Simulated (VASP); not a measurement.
# BN (P6_3/mmc) in VASP: a series of runs

BN is run at these levels: LDA; tasks: single point.

Program: VASP 6.6.1. These are calculated values, not measurements. Logs are shortened: lines on timing, memory, paths and dates and some standing lists are left out, and cuts for length are marked.

## (1) The cell of the first run

It takes space group P6_3/mmc (No. 194, hexagonal). The conventional cell has a = 2.586 Å, b = 2.586 Å, c = 6.590 Å, α = 90.00°, β = 90.00°, γ = 120.00°. B (site symmetry -6m2) has 3 N at 1.49 Å within 2.0 Å. N (site symmetry -6m2) has 3 B at 1.49 Å within 2.0 Å.

## (2) Single point, LDA (9.54 Å³/atom)

File INCAR:

```
SYSTEM = BN
PREC = Accurate ; ENCUT = 520
EDIFF = 1E-6 ; ISMEAR = 0
SIGMA = 0.05 ; LREAL = .False.
LASPH = .True. ; NELM = 80
ALGO = Normal ; ISIF = 2
LWAVE = .False. ; LCHARG = .False.
NBANDS = 16
```

File KPOINTS:

```
Automatic mesh
0
Gamma
  12 12 4
  0 0 0
```

File POSCAR:

```
BN
1.0
    2.5862228145      0.0000000000      0.0000000000
   -1.2931114072      2.2397346572      0.0000000000
    0.0000000000      0.0000000000      6.5899543535
B N
2 2
Direct
    0.3333333333      0.6666666667      0.2500000000
    0.6666666667      0.3333333333      0.7500000000
    0.3333333333      0.6666666667      0.7500000000
    0.6666666667      0.3333333333      0.2500000000
```

Potentials or basis: VASP PAW LDA potentials, release 64 (B, N).

Run with:

```sh
cat potpaw_LDA.64/B/POTCAR potpaw_LDA.64/N/POTCAR > POTCAR
mpirun -np 1 vasp_std > vasp.out
```

OUTCAR:

```text
SYSTEM = BN
   PREC = Accurate
   ENCUT = 520
   EDIFF = 1E-6
   ISMEAR = 0
   LREAL = .False.
   LASPH = .True.
   NELM = 80
   ISIF = 2

 ion  position               nearest neighbor table
   1  0.333  0.667  0.250-   4 1.49   4 1.49   4 1.49
   2  0.667  0.333  0.750-   3 1.49   3 1.49   3 1.49
   3  0.333  0.667  0.750-   2 1.49   2 1.49   2 1.49
   4  0.667  0.333  0.250-   1 1.49   1 1.49   1 1.49

  LATTYP: Found a hexagonal cell.
 ALAT       =     2.5862228145
 C/A-ratio  =     2.5481000000

  Lattice vectors:

 A1 = (   2.5862228145,   0.0000000000,   0.0000000000)
 A2 = (  -1.2931114072,   2.2397346572,   0.0000000000)
 A3 = (   0.0000000000,   0.0000000000,   6.5899543535)

Analysis of symmetry for initial positions (statically):
=====================================================================
 Subroutine PRICEL returns:
 Original cell was already a primitive cell.

 Routine SETGRP: Setting up the symmetry group for a
 hexagonal supercell.

 Subroutine GETGRP returns: Found 24 space group operations
 (whereof 12 operations were pure point group operations)
 out of a pool of 24 trial point group operations.

The static configuration has the point symmetry D_3d.
 The point group associated with its full space group is D_6h.

Analysis of symmetry for dynamics (positions and initial velocities):
=====================================================================
 Subroutine PRICEL returns:
 Original cell was already a primitive cell.

 Routine SETGRP: Setting up the symmetry group for a
 hexagonal supercell.

 Subroutine GETGRP returns: Found 24 space group operations
 (whereof 12 operations were pure point group operations)
 out of a pool of 24 trial point group operations.

The dynamic configuration has the point symmetry D_3d.
 The point group associated with its full space group is D_6h.

 Subroutine INISYM returns: Found 24 space group operations
 (whereof 12 operations are pure point group operations),
 and found     1 'primitive' translations

----------------------------------------------------------------------------------------

                                     Primitive cell

  volume of cell :      38.1720

  direct lattice vectors                    reciprocal lattice vectors
     2.586222815  0.000000000  0.000000000     0.386664287  0.223240730  0.000000000
    -1.293111407  2.239734657  0.000000000     0.000000000  0.446481460  0.000000000
     0.000000000  0.000000000  6.589954353     0.000000000  0.000000000  0.151746119

  length of vectors
     2.586222815  2.586222814  6.589954353     0.446481460  0.446481460  0.151746119

  position of ions in fractional coordinates (direct lattice)
     0.333333333  0.666666667  0.250000000
     0.666666667  0.333333333  0.750000000
     0.333333333  0.666666667  0.750000000
     0.666666667  0.333333333  0.250000000

  ion indices of the primitive-cell ions
   primitive index   ion index
                 1           1
                 2           2
                 3           3
                 4           4

----------------------------------------------------------------------------------------

 KPOINTS: Automatic mesh

Automatic generation of k-mesh.
 Grid dimensions read from file:
 generate k-points for:   12   12    4

 Generating k-lattice:

  Cartesian coordinates                     Fractional coordinates (reciprocal lattice)
     0.032222024  0.018603394  0.000000000     0.083333333  0.000000000  0.000000000
     0.000000000  0.037206788  0.000000000     0.000000000  0.083333333  0.000000000
     0.000000000  0.000000000  0.037936530     0.000000000  0.000000000  0.250000000

  Length of vectors
     0.037206788  0.037206788  0.037936530

  Shift w.r.t. Gamma in fractional coordinates (k-lattice)
     0.000000000  0.000000000  0.000000000

 Subroutine IBZKPT returns following result:
 ===========================================

 Found     57 irreducible k-points:

 Following reciprocal coordinates:
            Coordinates               Weight
  0.000000  0.000000  0.000000      1.000000
  0.083333  0.000000  0.000000      6.000000
  0.166667  0.000000  0.000000      6.000000
  0.250000  0.000000  0.000000      6.000000
  0.333333  0.000000  0.000000      6.000000
  0.416667  0.000000  0.000000      6.000000
[... 16 lines left out ...]
  0.250000  0.000000  0.250000     12.000000
  0.333333  0.000000  0.250000     12.000000
 [... further k-points ...]
   k-points           NKPTS =     57   k-points in BZ     NKDIM =     57   number of bands    NBANDS=     16
   number of dos      NEDOS =    301   number of ions     NIONS =      4
   total plane-waves  NPLWV =  20000
   dimension x,y,z NGX =    20 NGY =   20 NGZ =   50
   dimension x,y,z NGXF=    40 NGYF=   40 NGZF=  100
   ions per type =               2   2
   NGX,Y,Z   is equivalent  to a cutoff of  12.86, 12.86, 12.61 a.u.
   NGXF,Y,Z  is equivalent  to a cutoff of  25.71, 25.71, 25.23 a.u.
 SYSTEM =  BN
   PREC   = accura    normal or accurate (medium, high low for compatibility)
   ISTART =      0    job   : 0-new  1-cont  2-samecut
   ICHARG =      2    charge: 1-file 2-atom 10-const
   ISPIN  =      1    spin polarized calculation?
   LNONCOLLINEAR =      F non collinear calculations
   LSORBIT =      F    spin-orbit coupling
   LASPH  =      T    aspherical Exc in radial PAW
   ENCUT  =  520.0 eV  38.22 Ry    6.18 a.u.   4.81  4.81 12.25*2*pi/ulx,y,z
   NELM   =     80;   NELMIN=  2; NELMDL= -5     # of ELM steps
   EDIFF  = 0.1E-05   stopping-criterion for ELM
   LREAL  =      F    real-space projection
   EDIFFG = 0.1E-04   stopping-criterion for IOM
   NSW    =      0    number of steps for IOM
   IBRION =     -1    ionic relax: 0-MD 1-quasi-New 2-CG
   NFREE  =      0    steps in history (QN), initial steepest desc. (CG)
   ISIF   =      2    stress and relaxation
   ISYM   =      2    0-nonsym 1-usesym 2-fastsym
   POTIM  = 0.5000    time-step for ionic-motion
   TEBEG  =    0.0;   TEEND  =   0.0 temperature during run
   PSTRESS=    0.0 pullay stress
   NELECT =      16.0000    total number of electrons
   NUPDOWN=      -1.0000    fix difference up-down
   EMIN   =  10.00;   EMAX   =-10.00  energy-range for DOS
   EFERMI =   0.00;   METHOD = LEGACY
   ISMEAR =     0;   SIGMA  =   0.05  broadening in eV -4-tet -1-fermi 0-gaus
   EFERMI_NEDOS =   21; number of points for ismear=-14 and -15
   IALGO  =     38    algorithm
   IMIX   =      4    mixing-type and parameters
     AMIX     =   0.40;   BMIX     =  1.00
     AMIX_MAG =   1.60;   BMIX_MAG =  1.00
  volume/ion in A,a.u.               =       9.54        64.40
  Fermi-wavevector in a.u.,A,eV,Ry     =   1.225180  2.315254 20.423239  1.501066
  Thomas-Fermi vector in A             =   2.360227
   LORBIT       =      0    0 simple, 1 ext, 2 COOP (PROOUT), +10 PAW based schemes
   GGA     = CA    functional components
   LHFCALC =     F    Hartree Fock is set to
   AEXX    =    0.0000 exact exchange contribution
   IVDW    =     0    specifies the selected vdW correction
   LEPSILON=     F    determine dielectric tensor
   LRPA    =     F    only Hartree local field effects (RPA)
 non-spin polarized calculation
 Gauss-broadening in eV      SIGMA  =   0.05
  energy-cutoff  :      520.00
  volume of cell :       38.17
 maximum number of plane-waves:      1048
 NGX is ok and might be reduce to    20
   NGX =  9   NGY =  9   NGZ = 25

 number of electron      16.0000001 magnetization

 Free energy of the ion-electron system (eV)
  ---------------------------------------------------
  ext. energy  EPLUGINS =         0.00000000
  ---------------------------------------------------
  free energy    TOTEN  =       -38.25158812 eV

  energy without entropy =      -38.25158812  energy(sigma->0) =      -38.25158812

 E-fermi :   2.1314     XC(G=0): -10.3641

 val. band max:        1.8319571221   @ k =   0.3333   0.2500   0.0000
 cond. band min:       5.7138639275   @ k =   0.5000   0.0000   0.0000
 fundamental gap:      3.8819068054
 Fermi energy:         2.1314386177

 k-point     1 :       0.0000    0.0000    0.0000
  band No.  band energies     occupation
      1     -15.2436      2.00000
      2     -14.8999      2.00000
      3      -4.1082      2.00000
      4      -1.7456      2.00000
      5       0.3561      2.00000
      6       0.3561      2.00000
[... 8 lines left out ...]
     15      12.5795      0.00000
     16      13.5596      0.00000

 k-point     2 :       0.0833    0.0000    0.0000
  band No.  band energies     occupation
      1     -15.1166      2.00000
      2     -14.7781      2.00000
      3      -3.9340      2.00000
      4      -1.5929      2.00000
      5      -0.1716      2.00000
      6      -0.1279      2.00000
[... 8 lines left out ...]
     15      13.1130      0.00000
     16      13.1547      0.00000

 k-point     3 :       0.1667    0.0000    0.0000
  band No.  band energies     occupation
      1     -14.7427      2.00000
      2     -14.4203      2.00000
      3      -3.4177      2.00000
      4      -1.5047      2.00000
      5      -1.4514      2.00000
      6      -1.1450      2.00000
[... 8 lines left out ...]
     15      14.4257      0.00000
     16      14.5614      0.00000

 k-point     4 :       0.2500    0.0000    0.0000
  band No.  band energies     occupation
      1     -14.1478      2.00000
      2     -13.8543      2.00000
      3      -3.1892      2.00000
      4      -3.1108      2.00000
      5      -2.5827      2.00000
      6      -1.1300      2.00000
[... 8 lines left out ...]
     15      16.4730      0.00000
     16      16.6014      0.00000
[... 324 lines left out ...]
 k-point    22 :       0.1667    0.0000    0.2500
  band No.  band energies     occupation
      1     -14.6982      2.00000
      2     -14.4706      2.00000
      3      -3.1489      2.00000
      4      -1.6489      2.00000
      5      -1.4864      2.00000
      6      -1.3696      2.00000
[... 8 lines left out ...]
     15      14.4446      0.00000
     16      14.5405      0.00000

 k-point    23 :       0.2500    0.0000    0.2500
  band No.  band energies     occupation
      1     -14.1071      2.00000
      2     -13.8998      2.00000
      3      -3.1948      2.00000
      4      -3.1307      2.00000
      5      -2.2999      2.00000
      6      -1.1195      2.00000
[... 8 lines left out ...]
     15      16.4901      0.00000
     16      16.5807      0.00000

 k-point    24 :       0.3333    0.0000    0.2500
  band No.  band energies     occupation
      1     -13.3620      2.00000
      2     -13.1877      2.00000
      3      -4.8466      2.00000
      4      -4.7739      2.00000
      5      -1.6960      2.00000
      6      -1.6405      2.00000
[... 8 lines left out ...]
     15      17.3856      0.00000
     16      18.7421      0.00000

 [... further k-points ...]
[... 5 lines left out ...]
  --------------------------------------------------------------------------------------
  -------------------------------------------------------------------------------------
  Total       -8.5195083     -8.5195083     -0.1714992     -0.0000000     -0.0000000      0.0000000
  in kB     -357.5857433   -357.5857433     -7.1982659     -0.0000000     -0.0000000      0.0000000
  external PRESSURE =    -240.7899175 kB  Pullay stress =       0.0000000 kB

 VOLUME and BASIS-vectors are now :
 -----------------------------------------------------------------------------
  energy-cutoff  :      520.00
  volume of cell :       38.17
      direct lattice vectors                 reciprocal lattice vectors
     2.586222815  0.000000000  0.000000000     0.386664287  0.223240730  0.000000000
    -1.293111407  2.239734657  0.000000000     0.000000000  0.446481460  0.000000000
     0.000000000  0.000000000  6.589954353     0.000000000  0.000000000  0.151746119

 POSITION                                       TOTAL-FORCE (eV/Angst)
 -----------------------------------------------------------------------------------
     -0.00000      1.49316      1.64749         0.000000     -0.000000      0.000000
      1.29311      0.74658      4.94247        -0.000000      0.000000      0.000000
     -0.00000      1.49316      4.94247        -0.000000     -0.000000      0.000000
      1.29311      0.74658      1.64749         0.000000      0.000000      0.000000
 -----------------------------------------------------------------------------------
    total drift:                               -0.000000      0.000000      0.000000

  FREE ENERGIE OF THE ION-ELECTRON SYSTEM (eV)
  ---------------------------------------------------
  free  energy   TOTEN  =       -38.2515881199 eV

  energy  without entropy=      -38.2515881199  energy(sigma->0) =      -38.25158812
```

Wall time 14 s (1 thread of Intel Xeon 6975P-C (Granite Rapids), shared host); peak memory 0.14 GiB.

Results:

```yaml
Free_energy: -38.2516 eV
Pressure: -24.1 GPa
Band_gap_on_the_k_mesh: 3.88 eV (least direct gap 4.23 eV)
```

Levels at points of the mesh, in eV from the valence-band top:
```
           k point  band 4  band 5  band 6  band 7  band 8  band 9  band 10  band 11  band 12  band 13
(0.00, 0.00, 0.00)   -3.58   -1.48   -1.48   -1.43   -1.43    4.93     9.71    10.60    10.60    10.73
(0.50, 0.00, 0.00)   -8.45   -4.05   -3.97   -1.47   -0.35    3.88     5.32     8.58     8.87    11.93
(0.00, 0.00, 0.50)   -4.91   -1.45   -1.45   -1.45   -1.45    7.25     7.25    10.67    10.67    10.67
(0.50, 0.00, 0.50)   -8.50   -4.01   -4.01   -0.88   -0.88    4.34     4.34     8.89     8.89    12.71
```

Caveat: the cell stands under tension. LDA gaps usually lie below the measured ones, often by a third to a half.

## (3) Single point, LDA (9.54 Å³/atom)

File INCAR:

```
  PREC = Accurate
  ENCUT = 520
  EDIFF = 1E-6
  ISMEAR = 0
  SIGMA = 0.05
  LREAL = F
  LASPH = T
  NELM = 60
  ALGO = Normal
  ISIF = 2
  LWAVE = F
  LCHARG = F
  GGA = CA
  NBANDS = 16
```

File KPOINTS:

```
Automatic mesh
0
Gamma
  12 12 4
```

File POSCAR:

```
BN
1.0
    2.5044001045      0.0000000000      0.0000000000
   -1.2522000522      2.1688741117      0.0000000000
    0.0000000000      0.0000000000      7.0275971332
B N
2 2
Direct
    0.3333333333      0.6666666667      0.2500000000
    0.6666666667      0.3333333333      0.7500000000
    0.3333333333      0.6666666667      0.7500000000
    0.6666666667      0.3333333333      0.2500000000
```

Potentials or basis: VASP PAW LDA potentials, release 64 (B, N).

Run with:

```sh
cat potpaw_LDA.64/B/POTCAR potpaw_LDA.64/N/POTCAR > POTCAR
mpirun -np 1 vasp_std > vasp.out
```

It took 17 s on 1 thread of Intel Xeon 6975P-C (Granite Rapids), shared host; peak memory 0.15 GiB.

Results (log left out):

- Free energy: -38.5589 eV
- Pressure: -4.4 GPa
- Band gap on the k mesh: 4.16 eV (least direct gap 4.51 eV)

Stress tensor (GPa, compression positive):
```
-5.79  0.00  0.00
 0.00 -5.79  0.00
 0.00  0.00 -1.48
```

Levels at points of the mesh, in eV from the valence-band top:
```csv
k point,band 6,band 7,band 8,band 9,band 10,band 11
"(0.00, 0.00, 0.00)",-1.35,-1.33,-1.33,4.59,9.31,11.44
"(0.50, 0.00, 0.00)",-4.12,-1.32,-0.55,4.16,5.29,9.42
"(0.00, 0.00, 0.50)",-1.34,-1.34,-1.34,6.70,6.70,11.48
"(0.50, 0.00, 0.50)",-4.14,-0.93,-0.93,4.58,4.58,9.85
```

Caveat: the cell stands under tension. A hybrid or GW would open this gap; LDA tends to underestimate it.

(Continued in part 2 of 2.)
